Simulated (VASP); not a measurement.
# SnSe (Cmcm) in VASP: further runs

The runs below take SnSe through electric field gradients, single point, with PBEsol.

Program: VASP 6.6.1. These are calculated values, not measurements. Logs are shortened: lines on timing, memory, paths and dates and some standing lists are left out, and cuts for length are marked.

### 1 The cell of the first run

Symmetry: Cmcm, No. 63, orthorhombic system. Conventional cell: a = 4.271 Å, b = 12.048 Å, c = 4.260 Å, α = 90.00°, β = 90.00°, γ = 90.00°. Within 3.6 Å of Sn (site symmetry m2m) lie 5 Se at 2.71 to 3.02 Å. Se (site symmetry m2m) has 5 Sn at 2.71 to 3.02 Å within 3.6 Å.

### 2 Electric field gradients, PBEsol

Input file INCAR:

```
SYSTEM = SnSe
ALGO = Normal
EDIFF = 1E-8
ENCUT = 520
GGA = PS
ISIF = 2
ISMEAR = -1
LASPH = .True.
LCHARG = .False.
LEFG = .True.
LREAL = .False.
LWAVE = .False.
NBANDS = 28
NELM = 60
PREC = Accurate
SIGMA = 0.03
```

Input file KPOINTS:

```
k-points
0
Gamma
  6 6 6
  0 0 0
```

Input file POSCAR:

```
SnSe
1.0
    2.1353299143     -6.0240338759      0.0000000000
    2.1353299143      6.0240338759      0.0000000000
    0.0000000000      0.0000000000      4.2599369100
Sn Se
2 2
Direct
    0.1287149800      0.8712850200      0.7500000000
    0.8712850200      0.1287149800      0.2500000000
    0.3532680500      0.6467319500      0.7500000000
    0.6467319500      0.3532680500      0.2500000000
```

Potentials or basis: VASP PAW PBE potentials, release 64 (Sn_d, Se).

Command:

```sh
cat potpaw_PBE.64/Sn_d/POTCAR potpaw_PBE.64/Se/POTCAR > POTCAR
mpirun -np 1 vasp_std > vasp.out
```

OUTCAR:

```text
SYSTEM = SnSe
   EDIFF = 1E-8
   ENCUT = 520
   GGA = PS
   ISIF = 2
   ISMEAR = -1
   LASPH = .True.
   LREAL = .False.
   NELM = 60
   PREC = Accurate

 ion  position               nearest neighbor table
   1  0.129  0.871  0.750-   3 2.71   4 3.02   4 3.02   4 3.02   4 3.02
   2  0.871  0.129  0.250-   4 2.71   3 3.02   3 3.02   3 3.02   3 3.02
   3  0.353  0.647  0.750-   1 2.71   2 3.02   2 3.02   2 3.02   2 3.02
   4  0.647  0.353  0.250-   2 2.71   1 3.02   1 3.02   1 3.02   1 3.02

  LATTYP: Found a base centered orthorhombic cell.
 ALAT       =     4.2706598286
 B/A-ratio  =     2.8211255954
 C/A-ratio  =     0.9974891658

  Lattice vectors:

 A1 = (   2.1353299143,  -6.0240338759,   0.0000000000)
 A2 = (   2.1353299143,   6.0240338759,   0.0000000000)
 A3 = (   0.0000000000,   0.0000000000,   4.2599369100)

Analysis of symmetry for initial positions (statically):
=====================================================================
 Subroutine PRICEL returns:
 Original cell was already a primitive cell.

 Routine SETGRP: Setting up the symmetry group for a
 base centered orthorhombic supercell.

 Subroutine GETGRP returns: Found  8 space group operations
 (whereof  4 operations were pure point group operations)
 out of a pool of  8 trial point group operations.

The static configuration has the point symmetry C_2h.
 The point group associated with its full space group is D_2h.

Analysis of symmetry for dynamics (positions and initial velocities):
=====================================================================
 Subroutine PRICEL returns:
 Original cell was already a primitive cell.

 Routine SETGRP: Setting up the symmetry group for a
 base centered orthorhombic supercell.

 Subroutine GETGRP returns: Found  8 space group operations
 (whereof  4 operations were pure point group operations)
 out of a pool of  8 trial point group operations.

The dynamic configuration has the point symmetry C_2h.
 The point group associated with its full space group is D_2h.

 Subroutine INISYM returns: Found  8 space group operations
 (whereof  4 operations are pure point group operations),
 and found     1 'primitive' translations

----------------------------------------------------------------------------------------

                                     Primitive cell

  volume of cell :     109.5937

  direct lattice vectors                    reciprocal lattice vectors
     2.135329914 -6.024033876  0.000000000     0.234155854 -0.083000861  0.000000000
     2.135329914  6.024033876  0.000000000     0.234155854  0.083000861  0.000000000
     0.000000000  0.000000000  4.259936910     0.000000000  0.000000000  0.234745261

  length of vectors
     6.391292356  6.391292356  4.259936910     0.248431292  0.248431292  0.234745261

  position of ions in fractional coordinates (direct lattice)
     0.128714980  0.871285020  0.750000000
     0.871285020  0.128714980  0.250000000
     0.353268050  0.646731950  0.750000000
     0.646731950  0.353268050  0.250000000

  ion indices of the primitive-cell ions
   primitive index   ion index
                 1           1
                 2           2
                 3           3
                 4           4

----------------------------------------------------------------------------------------

 KPOINTS: k-points

Automatic generation of k-mesh.
 Grid dimensions read from file:
 generate k-points for:    6    6    6

 Generating k-lattice:

  Cartesian coordinates                     Fractional coordinates (reciprocal lattice)
     0.039025976 -0.013833477  0.000000000     0.166666667 -0.000000000  0.000000000
     0.039025976  0.013833477  0.000000000    -0.000000000  0.166666667  0.000000000
     0.000000000  0.000000000  0.039124210     0.000000000  0.000000000  0.166666667

  Length of vectors
     0.041405215  0.041405215  0.039124210

  Shift w.r.t. Gamma in fractional coordinates (k-lattice)
     0.000000000  0.000000000  0.000000000

 Subroutine IBZKPT returns following result:
 ===========================================

 Found     52 irreducible k-points:

 Following reciprocal coordinates:
            Coordinates               Weight
  0.000000  0.000000  0.000000      1.000000
  0.166667 -0.000000  0.000000      4.000000
  0.333333 -0.000000  0.000000      4.000000
  0.500000 -0.000000  0.000000      2.000000
  0.166667  0.166667  0.000000      2.000000
  0.333333  0.166667  0.000000      4.000000
[... 16 lines left out ...]
  0.333333  0.333333  0.166667      4.000000
  0.500000  0.333333  0.166667      8.000000
 [... further k-points ...]
   k-points           NKPTS =     52   k-points in BZ     NKDIM =     52   number of bands    NBANDS=     28
   number of dos      NEDOS =    301   number of ions     NIONS =      4
   total plane-waves  NPLWV =  73728
   dimension x,y,z NGX =    48 NGY =   48 NGZ =   32
   dimension x,y,z NGXF=    96 NGYF=   96 NGZF=   64
   ions per type =               2   2
   NGX,Y,Z   is equivalent  to a cutoff of  12.49, 12.49, 12.49 a.u.
   NGXF,Y,Z  is equivalent  to a cutoff of  24.97, 24.97, 24.98 a.u.
 SYSTEM =  SnSe
   PREC   = accura    normal or accurate (medium, high low for compatibility)
   ISTART =      0    job   : 0-new  1-cont  2-samecut
   ICHARG =      2    charge: 1-file 2-atom 10-const
   ISPIN  =      1    spin polarized calculation?
   LNONCOLLINEAR =      F non collinear calculations
   LSORBIT =      F    spin-orbit coupling
   LASPH  =      T    aspherical Exc in radial PAW
   ENCUT  =  520.0 eV  38.22 Ry    6.18 a.u.  11.88 11.88  7.92*2*pi/ulx,y,z
   NELM   =     60;   NELMIN=  2; NELMDL= -5     # of ELM steps
   EDIFF  = 0.1E-07   stopping-criterion for ELM
   LREAL  =      F    real-space projection
   EDIFFG = 0.1E-06   stopping-criterion for IOM
   NSW    =      0    number of steps for IOM
   IBRION =     -1    ionic relax: 0-MD 1-quasi-New 2-CG
   NFREE  =      0    steps in history (QN), initial steepest desc. (CG)
   ISIF   =      2    stress and relaxation
   ISYM   =      2    0-nonsym 1-usesym 2-fastsym
   POTIM  = 0.5000    time-step for ionic-motion
   TEBEG  =    0.0;   TEEND  =   0.0 temperature during run
   PSTRESS=    0.0 pullay stress
   NELECT =      40.0000    total number of electrons
   NUPDOWN=      -1.0000    fix difference up-down
   EMIN   =  10.00;   EMAX   =-10.00  energy-range for DOS
   EFERMI =   0.00;   METHOD = LEGACY
   ISMEAR =    -1;   SIGMA  =   0.03  broadening in eV -4-tet -1-fermi 0-gaus
   EFERMI_NEDOS =   21; number of points for ismear=-14 and -15
   IALGO  =     38    algorithm
   IMIX   =      4    mixing-type and parameters
     AMIX     =   0.40;   BMIX     =  1.00
     AMIX_MAG =   1.60;   BMIX_MAG =  1.00
  volume/ion in A,a.u.               =      27.40       184.89
  Fermi-wavevector in a.u.,A,eV,Ry     =   1.169947  2.210880 18.623338  1.368777
  Thomas-Fermi vector in A             =   2.306413
   LORBIT       =      0    0 simple, 1 ext, 2 COOP (PROOUT), +10 PAW based schemes
   GGA     = PS    functional components
   LHFCALC =     F    Hartree Fock is set to
   AEXX    =    0.0000 exact exchange contribution
   IVDW    =     0    specifies the selected vdW correction
   LEPSILON=     F    determine dielectric tensor
   LRPA    =     F    only Hartree local field effects (RPA)
 non-spin polarized calculation
  energy-cutoff  :      520.00
  volume of cell :      109.59
 maximum number of plane-waves:      2974
   NGX = 23   NGY = 23   NGZ = 15

 number of electron      40.0000007 magnetization

 Free energy of the ion-electron system (eV)
  ---------------------------------------------------
  ext. energy  EPLUGINS =         0.00000000
  ---------------------------------------------------
  free energy    TOTEN  =       -17.88707277 eV

  energy without entropy =      -17.88689892  energy(sigma->0) =      -17.88698584

 E-fermi :   5.2475     XC(G=0):  -9.7472

 val. band max:        5.1525597731   @ k =   0.5000   0.5000   0.3333
 cond. band min:       5.3203261239   @ k =   0.5000   0.5000   0.0000
 fundamental gap:      0.1677663507
 Fermi energy:         5.2474947972

 k-point     1 :       0.0000    0.0000    0.0000
  band No.  band energies     occupation
      1     -16.2050      2.00000
      2     -16.2016      2.00000
      3     -16.1939      2.00000
      4     -16.1922      2.00000
      5     -16.1799      2.00000
      6     -16.1691      2.00000
[... 20 lines left out ...]
     27      10.4528      0.00000
     28      11.1605      0.00000

 k-point     2 :       0.1667   -0.0000    0.0000
  band No.  band energies     occupation
      1     -16.2028      2.00000
      2     -16.1992      2.00000
      3     -16.1962      2.00000
      4     -16.1941      2.00000
      5     -16.1760      2.00000
      6     -16.1673      2.00000
[... 20 lines left out ...]
     27      10.3320      0.00000
     28      11.4283      0.00000

 k-point     3 :       0.3333   -0.0000    0.0000
  band No.  band energies     occupation
      1     -16.2007      2.00000
      2     -16.1983      2.00000
      3     -16.1976      2.00000
      4     -16.1949      2.00000
      5     -16.1684      2.00000
      6     -16.1637      2.00000
[... 20 lines left out ...]
     27      11.6323      0.00000
     28      12.2305      0.00000

 k-point     4 :       0.5000   -0.0000    0.0000
  band No.  band energies     occupation
      1     -16.2029      2.00000
      2     -16.1994      2.00000
      3     -16.1958      2.00000
      4     -16.1931      2.00000
      5     -16.1648      2.00000
      6     -16.1617      2.00000
[... 578 lines left out ...]
     27       9.9619      0.00000
     28      11.5840      0.00000

 k-point    23 :       0.3333    0.3333    0.1667
  band No.  band energies     occupation
      1     -16.2054      2.00000
      2     -16.2010      2.00000
      3     -16.1939      2.00000
      4     -16.1922      2.00000
      5     -16.1689      2.00000
      6     -16.1651      2.00000
[... 20 lines left out ...]
     27      11.1723      0.00000
     28      11.9644      0.00000

 k-point    24 :       0.5000    0.3333    0.1667
  band No.  band energies     occupation
      1     -16.2012      2.00000
      2     -16.2006      2.00000
      3     -16.1957      2.00000
      4     -16.1944      2.00000
      5     -16.1749      2.00000
      6     -16.1646      2.00000
[... 20 lines left out ...]
     27      11.1025      0.00000
     28      11.8655      0.00000

 [... further k-points ...]

------------------------ aborting loop because EDIFF is reached ----------------------------------------

  FORCE on cell =-STRESS in cart. coord.  units (eV):
  Direction    XX          YY          ZZ          XY          YZ          ZX
  --------------------------------------------------------------------------------------
  -------------------------------------------------------------------------------------
  Total       -1.3130536     -0.8961432     -1.2628826      0.0000000     -0.0000000      0.0000000
  in kB      -19.1958559    -13.1009392    -18.4623941      0.0000000     -0.0000000      0.0000000
  external PRESSURE =     -16.9197297 kB  Pullay stress =       0.0000000 kB

 VOLUME and BASIS-vectors are now :
 -----------------------------------------------------------------------------
  energy-cutoff  :      520.00
  volume of cell :      109.59
      direct lattice vectors                 reciprocal lattice vectors
     2.135329914 -6.024033876  0.000000000     0.234155854 -0.083000861  0.000000000
     2.135329914  6.024033876  0.000000000     0.234155854  0.083000861  0.000000000
     0.000000000  0.000000000  4.259936910     0.000000000  0.000000000  0.234745261

 POSITION                                       TOTAL-FORCE (eV/Angst)
 -----------------------------------------------------------------------------------
      2.13533      4.47327      3.19495         0.000000      0.064734      0.000000
      2.13533     -4.47327      1.06498         0.000000     -0.064734      0.000000
      2.13533      1.76784      3.19495         0.000000     -0.135573     -0.000000
      2.13533     -1.76784      1.06498         0.000000      0.135573     -0.000000
 -----------------------------------------------------------------------------------
    total drift:                                0.000000     -0.000000      0.000000

  FREE ENERGIE OF THE ION-ELECTRON SYSTEM (eV)
  ---------------------------------------------------
  free  energy   TOTEN  =       -17.8870727699 eV

  energy  without entropy=      -17.8868989182  energy(sigma->0) =      -17.88698584

 Electric field gradients (V/A^2)
---------------------------------------------------------------------
 ion       V_xx      V_yy      V_zz      V_xy      V_xz      V_yz
---------------------------------------------------------------------
   1      63.447  -123.299    59.852    -0.000    -0.000     0.000
   2      63.447  -123.299    59.852    -0.000    -0.000     0.000
   3       6.795    -7.803     1.007    -0.000    -0.000    -0.000
   4       6.795    -7.803     1.007     0.000    -0.000     0.000
---------------------------------------------------------------------

 Electric field gradients after diagonalization (V/A^2)
 (convention: |V_zz| > |V_xx| > |V_yy|)
----------------------------------------------------------------------
 ion       V_xx      V_yy      V_zz     asymmetry (V_yy - V_xx)/ V_zz
----------------------------------------------------------------------
   1      63.447    59.852  -123.299       0.029
   2      63.447    59.852  -123.299       0.029
   3       6.795     1.007    -7.803       0.742
   4       6.795     1.007    -7.803       0.742
----------------------------------------------------------------------

           NMR quadrupolar parameters

 Cq : quadrupolar parameter    Cq=e*Q*V_zz/h
 eta: asymmetry parameters     (V_yy - V_xx)/ V_zz
 Q  : nuclear electric quadrupole moment in mb (millibarn)
----------------------------------------------------------------------
 ion       Cq(MHz)       eta       Q (mb)
----------------------------------------------------------------------
   1      -0.298       0.029       1.000
   2      -0.298       0.029       1.000
   3      -0.019       0.742       1.000
   4      -0.019       0.742       1.000
----------------------------------------------------------------------
```

It took 2.9 min on 1 thread of Intel Xeon Platinum 8259CL at 2.50GHz (Skylake/Cascade Lake), shared host; peak memory 0.34 GiB.

Results:

```yaml
Free_energy: -17.8871 eV
Pressure: -1.7 GPa
Largest_force: 0.136 eV/Å
Band_gap_on_the_k_mesh: 0.17 eV (least direct gap 0.38 eV)
Largest_electric_field_gradient_by_atom: Sn -123.3; Se -7.8 V/Å²
```

Forces in eV/Å, atoms in the order of the input:
```
Sn   0.000  0.065  0.000
Sn   0.000 -0.065  0.000
Se   0.000 -0.136  0.000
Se   0.000  0.136  0.000
```

Stress tensor (GPa, compression positive):
```
-1.92  0.00  0.00
 0.00 -1.31  0.00
 0.00  0.00 -1.85
```

Electric field gradients, principal values (V/Å²):
```
atom   least  middle  greatest (by size)
1 Sn  59.852  63.447            -123.299
2 Sn  59.852  63.447            -123.299
3 Se   1.007   6.795              -7.803
4 Se   1.007   6.795              -7.803
```

Caveat: semilocal functionals underestimate gaps, and a narrow one can read as zero; without QUAD_EFG the Cq values of the log hold for a quadrupole moment of 1 mb, not for the nuclei; the PAW data sets were made with another functional, which shifts forces and pressure a little; spin-orbit coupling is left out, which moves the levels of the heavy elements. A k mesh can miss the band edges.

(Part 1 of 2 ends here.)
